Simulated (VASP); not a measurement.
# Ag (Fm-3m) in VASP: notebook, part 2 of 2

VASP 6.6.1. The steps go on from the part before.

### 4 Single point, PBEsol

This run uses another cell than the first one, of 19.40 Å³/atom, 1.164 times its volume.

File INCAR:

```
SYSTEM = Ag
PREC     = Accurate       ! precision mode
ENCUT    = 500            ! plane-wave cutoff, eV
EDIFF    = 1E-6           ! SCF threshold, eV
ISMEAR   = 0              ! smearing method
SIGMA    = 0.1            ! smearing width, eV
LREAL    = .False.        ! projectors in reciprocal space
LASPH    = .True.         ! aspherical terms in the spheres
NELM     = 120            ! most SCF steps
ALGO     = Normal         ! electronic algorithm
ISIF     = 2              ! what is computed and relaxed
LWAVE    = .False.        ! write WAVECAR
LCHARG   = .False.        ! write CHGCAR
GGA      = PS             ! functional
NBANDS   = 12             ! bands
GGA_COMPAT= .False.
```

File KPOINTS:

```
regular mesh
0
Gamma
  8 8 8
  0 0 0
```

File POSCAR:

```
Ag
1.0
    0.0000000000      2.1326944448      2.1326944448
    2.1326944448      0.0000000000      2.1326944448
    2.1326944448      2.1326944448      0.0000000000
Ag
1
Direct
    0.0000000000      0.0000000000      0.0000000000
```

On the command line:

```sh
> cat potpaw_PBE.64/Ag/POTCAR > POTCAR
> mpirun -np 1 vasp_std > vasp.out
```

Wall time 10 s (1 thread of Intel Xeon 8259CL, shared host); peak memory 0.14 GiB.

Results (log left out):

```
Free energy : -3.1682 eV
Pressure    : -11.1 GPa
```

Levels at points of the mesh, in eV from the Fermi level:
| k point | band 3 | band 4 | band 5 | band 6 | band 7 | band 8 | band 9 | band 10 |
| --- | --- | --- | --- | --- | --- | --- | --- | --- |
| (0.00, 0.00, 0.00) | -4.10 | -4.10 | -3.27 | -3.27 | 15.88 | 18.69 | 18.69 | 18.69 |
| (0.50, 0.00, 0.00) | -4.11 | -2.63 | -2.63 | 0.12 | 3.16 | 15.10 | 16.72 | 16.72 |
| (0.50, 0.50, 0.00) | -2.65 | -2.46 | -2.46 | 1.90 | 6.01 | 10.19 | 10.19 | 15.85 |

Caveat: the PAW data sets were made with another functional, which shifts forces and pressure a little.

### 5 Relaxation of cell and atoms, PBEsol

This run uses another cell than the first one, of 19.40 Å³/atom, 1.164 times its volume.

File INCAR:

```
SYSTEM = Ag
PREC = Accurate
ENCUT = 500
EDIFF = 1E-7
ISMEAR = 0
SIGMA = 0.1
LREAL = .False.
LASPH = .True.
NELM = 120
ALGO = Normal
ISIF = 3
LWAVE = .False.
LCHARG = .False.
GGA = PS
IBRION = 2
NSW = 80
EDIFFG = -0.05
GGA_COMPAT = .False.
NELMIN = 4
```

File KPOINTS:

```
Automatic mesh
0
Gamma
  8 8 8
  0 0 0
```

POSCAR is that of step 4.

Potentials or basis: VASP PAW PBE potentials, release 64 (Ag).

On the command line:

```sh
> cat potpaw_PBE.64/Ag/POTCAR > POTCAR
> mpirun -np 1 vasp_std > vasp.out
```

OUTCAR:

```text
SYSTEM = Ag
   PREC = Accurate
   ENCUT = 500
   EDIFF = 1E-7
   ISMEAR = 0
   LREAL = .False.
   LASPH = .True.
   NELM = 120
   ISIF = 3
   GGA = PS
   IBRION = 2
   NSW = 80
   EDIFFG = -0.05
   NELMIN = 4

 ion  position               nearest neighbor table
   1  0.000  0.000  0.000-

  LATTYP: Found a face centered cubic cell.
 ALAT       =     4.2653888896

  Lattice vectors:

 A1 = (   0.0000000000,   2.1326944448,   2.1326944448)
 A2 = (   2.1326944448,   0.0000000000,   2.1326944448)
 A3 = (   2.1326944448,   2.1326944448,   0.0000000000)

Analysis of symmetry for initial positions (statically):
=====================================================================
 Subroutine PRICEL returns:
 Original cell was already a primitive cell.

 Routine SETGRP: Setting up the symmetry group for a
 face centered cubic supercell.

 Subroutine GETGRP returns: Found 48 space group operations
 (whereof 48 operations were pure point group operations)
 out of a pool of 48 trial point group operations.

The static configuration has the point symmetry O_h .

Analysis of symmetry for dynamics (positions and initial velocities):
=====================================================================
[... 168 lines left out ...]
  external PRESSURE =    -110.9028418 kB  Pullay stress =       0.0000000 kB
[... 57 lines left out ...]
--------------------------------------- Ionic step        3  -------------------------------------------

 number of electron      11.0000000 magnetization

 Free energy of the ion-electron system (eV)
  ---------------------------------------------------
  ext. energy  EPLUGINS =         0.00000000
  ---------------------------------------------------
  free energy    TOTEN  =        -3.28005153 eV

  energy without entropy =       -3.27701790  energy(sigma->0) =       -3.27853472

 E-fermi :   8.3187     XC(G=0): -12.5303

 val. band max:        8.2441541037   @ k =   0.5000   0.2500   0.1250
 cond. band min:       8.7222414181   @ k =   0.5000   0.3750   0.1250
 fundamental gap:      0.4780873144
 Fermi energy:         8.3187171800

 k-point     1 :       0.0000    0.0000    0.0000
  band No.  band energies     occupation
      1       0.5329      2.00000
      2       3.6755      2.00000
      3       3.6755      2.00000
      4       3.6755      2.00000
      5       4.7609      2.00000
      6       4.7609      2.00000
      7      24.5386      0.00000
      8      28.2305      0.00000
      9      28.2305      0.00000
[... 265 lines left out ...]
 k-point    24 :      -0.3750    0.2500    0.1250
  band No.  band energies     occupation
      1       2.6876      2.00000
      2       3.1995      2.00000
      3       4.1057      2.00000
      4       4.3022      2.00000
      5       5.5089      2.00000
      6      10.7919      0.00000
      7      12.5353      0.00000
      8      21.0571      0.00000
      9      21.1967      0.00000

 [... further k-points ...]

------------------------ aborting loop because EDIFF is reached ----------------------------------------

  FORCE on cell =-STRESS in cart. coord.  units (eV):
  Direction    XX          YY          ZZ          XY          YZ          ZX
  --------------------------------------------------------------------------------------
  -------------------------------------------------------------------------------------
  Total       -0.0033547     -0.0033547     -0.0033547      0.0000000      0.0000000     -0.0000000
  in kB       -0.3215828     -0.3215828     -0.3215828      0.0000000      0.0000000     -0.0000000
  external PRESSURE =      -0.3215828 kB  Pullay stress =       0.0000000 kB
[... 16 lines left out ...]
  FREE ENERGIE OF THE ION-ELECTRON SYSTEM (eV)
  ---------------------------------------------------
  free  energy   TOTEN  =        -3.2800515277 eV

  energy  without entropy=       -3.2770179041  energy(sigma->0) =       -3.27853472

 reached required accuracy - stopping structural energy minimisation
```

CONTCAR:

```text
Ag
   1.00000000000000
     0.0000000000000000    2.0292948606932382    2.0292948606932382
     2.0292948606932382    0.0000000000000000    2.0292948606932382
     2.0292948606932382    2.0292948606932382    0.0000000000000000
  Ag
     1
Direct
     0.0000000000000000    0.0000000000000000    0.0000000000000000

  0.00000000E+00  0.00000000E+00  0.00000000E+00
```

Wall time 19 s (1 thread of Intel Xeon 8259CL, shared host); peak memory 0.15 GiB.

Results:

```yaml
Free_energy: -3.2801 eV
Relaxed_volume: 16.71 Å³/atom
Relaxed_cell: a = 2.870 Å, b = 2.870 Å, c = 2.870 Å, α = 60.00°, β = 60.00°, γ = 60.00°
Space_group_after_relaxing_to_0.05_Å: Fm-3m (No. 225)
Energy_gained_by_relaxing: 111.8 meV/atom
Ionic_steps: 3
Pressure_after_relaxing: 0.0 GPa
```

The path:
| step | energy change (eV) | largest force (eV/Å) | pressure (GPa) | volume (Å³) |
| --- | --- | --- | --- | --- |
| 1 | 0.0000 | 0.0000 | -11.09 | 19.40 |
| 2 | -0.0944 | 0.0000 | 7.05 | 15.87 |
| 3 | -0.1118 | 0.0000 | -0.03 | 16.71 |

Final structure:
```cif
data_structure
_symmetry_space_group_name_H-M 'P 1'
_symmetry_Int_Tables_number 1
_cell_length_a 2.8699
_cell_length_b 2.8699
_cell_length_c 2.8699
_cell_angle_alpha 60.000
_cell_angle_beta 60.000
_cell_angle_gamma 60.000
_cell_volume 16.71
loop_
_atom_site_label
_atom_site_type_symbol
_atom_site_fract_x
_atom_site_fract_y
_atom_site_fract_z
_atom_site_occupancy
Ag1 Ag 0.00000 0.00000 0.00000 1
```

Levels at points of the mesh, in eV from the Fermi level:
```csv
k point,band 3,band 4,band 5,band 6,band 7,band 8,band 9
"(0.00, 0.00, 0.00)",-4.64,-4.64,-3.56,-3.56,16.22,19.91,19.91
"(0.50, 0.00, 0.00)",-4.67,-2.73,-2.73,-0.32,3.89,15.46,18.21
"(0.50, 0.50, 0.00)",-2.76,-2.51,-2.51,1.72,7.07,10.90,10.90
```

Caveat: the PAW data sets were made with another functional, which shifts forces and pressure a little.

### 6 Relaxation of cell and atoms, PBEsol

This run uses another cell than the first one, of 16.70 Å³/atom, 1.002 times its volume.

File INCAR:

```
SYSTEM = Ag
  ALGO = Normal
  EDIFF = 1E-7
  EDIFFG = -0.01
  ENCUT = 600
  GGA = PS
  IBRION = 2
  ISIF = 3
  ISMEAR = 0
  LASPH = .TRUE.
  LCHARG = .FALSE.
  LREAL = .FALSE.
  LWAVE = .FALSE.
  NELM = 60
  NSW = 80
  PREC = Accurate
  SIGMA = 0.1
```

File KPOINTS:

```
k-points
0
G
  18 18 18
  0 0 0
```

File POSCAR:

```
Ag
1.0
    0.0000000000      2.0287255906      2.0287255906
    2.0287255906      0.0000000000      2.0287255906
    2.0287255906      2.0287255906      0.0000000000
Ag
1
Direct
    0.0000000000      0.0000000000      0.0000000000
```

Potentials or basis: VASP PAW PBE potentials, release 64 (Ag).

On the command line:

```sh
> cat potpaw_PBE.64/Ag/POTCAR > POTCAR
> mpirun -np 1 vasp_std > vasp.out
```

Wall time 19 s (1 thread of Intel Xeon 6975P-C (Granite Rapids), shared host); peak memory 0.17 GiB.

It converged, with:

| Item | Value |
| --- | --- |
| Free energy | -3.3123 eV |
| Relaxed volume | 16.63 Å³/atom |
| Relaxed cell | a = 2.865 Å, b = 2.865 Å, c = 2.865 Å, α = 60.00°, β = 60.00°, γ = 60.00° |
| Space group after relaxing (to 0.05 Å) | Fm-3m (No. 225) |
| Energy gained by relaxing | 0.1 meV/atom |
| Ionic steps | 3 |
| Pressure after relaxing | 0.0 GPa |

Step by step:
```tsv
step	energy change (eV)	largest force (eV/Å)	pressure (GPa)	volume (Å³)
1	0.0000	0.0000	-0.50	16.70
2	0.0000	0.0000	0.35	16.57
3	-0.0001	0.0000	0.01	16.63
```

Final structure:
```
Ag
1.0
     0.00000    2.02589    2.02589
     2.02589    0.00000    2.02589
     2.02589    2.02589    0.00000
Ag
1
Cartesian
  0.0000 0.0000 0.0000
```

Levels at points of the mesh, in eV from the Fermi level:
```
           k point  band 4  band 5  band 6  band 7  band 8  band 9
(0.00, 0.00, 0.00)   -4.81   -3.72   -3.72   16.09   19.81   19.81
(0.50, 0.00, 0.00)   -2.88   -2.88   -0.48    3.77   15.32   18.12
(0.50, 0.50, 0.00)   -2.67   -2.67    1.57    6.96   10.78   10.78
```

Caveat: the PAW data sets were made with another functional, which shifts forces and pressure a little.

### 7 Summary

| task | cell | k mesh | cutoff (eV) | gap on the mesh (eV) | pressure (GPa) | relaxed volume (Å³/atom) |
| --- | --- | --- | --- | --- | --- | --- |
| single point | a = 2.867 Å, angles 60.0°, 1 atom | 18 × 18 × 18 | 520 | none | -0.2 | - |
| single point | a = 2.869 Å, angles 60.0°, 1 atom | 8 × 8 × 8 | 500 | none | 0.2 | - |
| single point | a = 3.016 Å, angles 60.0°, 1 atom | 8 × 8 × 8 | 500 | none | -11.1 | - |
| relaxation of cell and atoms | relaxed from a = 3.016 Å, angles 60.0°, 1 atom | 8 × 8 × 8 | 500 | none | 0.0 | 16.71 |
| relaxation of cell and atoms | relaxed from a = 2.869 Å, angles 60.0°, 1 atom | 18 × 18 × 18 | 600 | none | 0.0 | 16.63 |

Alike in all rows: level PBEsol; potentials or basis VASP PAW PBE potentials, release 64 (Ag); no spin polarisation; smearing gaussian 0.1 eV.

Caveats: the PAW data sets were made with another functional, which shifts forces and pressure a little.

Absolute energies hang on the potentials; compare differences alone.
